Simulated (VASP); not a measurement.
Here is a VASP 6.6.1 calculation.

File POSCAR:

```
Mg2SO
1.0
    3.6377426697      0.0000000000      0.0000000000
    0.0000000000      3.6377426697      0.0000000000
    0.0000000000      0.0000000000      4.8346326386
O Mg S
1 2 1
Direct
    0.0000000000      0.0000000000      0.0000000000
    0.0000000000      0.5000000000      0.8113169975
    0.5000000000      0.0000000000      0.1886830025
    0.5000000000      0.5000000000      0.5000000000
```

The input INCAR.step1:

```
ALGO     = Normal         # electronic algorithm
EDIFF    = 1E-4           # SCF threshold, eV
ENCUT    = 520            # plane-wave cutoff, eV
GGA      = PE             # functional
ISMEAR   = 0              # smearing method
LASPH    = T              # aspherical terms in the spheres
LCHARG   = F              # write CHGCAR
LREAL    = F              # projectors in reciprocal space
LWAVE    = T              # write WAVECAR
NBANDS   = 16             # bands
NELM     = 100            # most SCF steps
PREC     = Accurate       # precision mode
SIGMA    = 0.01           # smearing width, eV
```

File INCAR.step2:

```
ALGO     = Normal         # electronic algorithm
EDIFF    = 1E-6           # SCF threshold, eV
ENCUT    = 520            # plane-wave cutoff, eV
ISIF     = 2              # what is computed and relaxed
ISMEAR   = 0              # smearing method
ISTART   = 1            
LASPH    = T              # aspherical terms in the spheres
LCHARG   = F              # write CHGCAR
LMIXTAU  = T            
LREAL    = F              # projectors in reciprocal space
LWAVE    = F              # write WAVECAR
METAGGA  = R2SCAN         # meta-GGA
NBANDS   = 16             # bands
NELM     = 100            # most SCF steps
PREC     = Accurate       # precision mode
SIGMA    = 0.01           # smearing width, eV
```

Contents of KPOINTS:

```
k-points
0
Gamma
  6 6 4
```

Potentials or basis: VASP PAW PBE potentials, release 64 (O, Mg, S).

Command:

```console
$ cat potpaw_PBE.64/O/POTCAR potpaw_PBE.64/Mg/POTCAR potpaw_PBE.64/S/POTCAR > POTCAR
$ cp INCAR.step1 INCAR
$ mpirun -np 1 vasp_std > vasp.out
$ cp INCAR.step2 INCAR
$ mpirun -np 1 vasp_std > vasp.out
```

Problem. Predict the largest force.

Solution. 0.054 eV/Å.

Problem. Estimate the band gap on the k mesh.

Solution. 2.23 eV (least direct gap 2.39 eV).

Forces in eV/Å, atoms in the order of the input:
```
O    0.000  0.000  0.000
Mg   0.000  0.000  0.054
Mg   0.000  0.000 -0.054
S    0.000  0.000  0.000
```

Caveat: the PAW data sets were made with another functional, which shifts forces and pressure a little. A k mesh can miss the band edges.
